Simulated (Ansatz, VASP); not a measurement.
Si in VASP and in Ansatz

```xyz
2
Lattice="4.0610 0.0000 0.0000 -2.0305 3.5169 0.0000 0.0000 0.0000 28.0000" Properties=species:S:1:pos:R:3 pbc="T T T"
Si    0.0000    2.3446   14.0715
Si    2.0305    1.1723   13.9285
```

Alike in both runs: task single point; functional PBE; k mesh 15 × 15 × 1; occupations gaussian, width 0.1 eV; no spin polarisation.

|  | VASP | Ansatz |
| --- | --- | --- |
| version | VASP 6.6.1 | Ansatz 0.2.0 |
| potentials or method | VASP PAW PBE potentials, release 64 (Si), cutoff 520 eV | scalar-relativistic, plane waves, PAW |
| valence electrons in the cell | 8 | 8 |

|  | VASP | Ansatz | Ansatz less VASP |
| --- | --- | --- | --- |
| gap on the k mesh at the Fermi level (eV) | none | none | - |
| rms of the force components (eV/Å) | 0.030 | 0.029 | -0.0005 |

Atom by atom the forces differ by 0.001 eV/Å (rms over components). A gap of «none» marks a metal or a gap that the smearing closes.
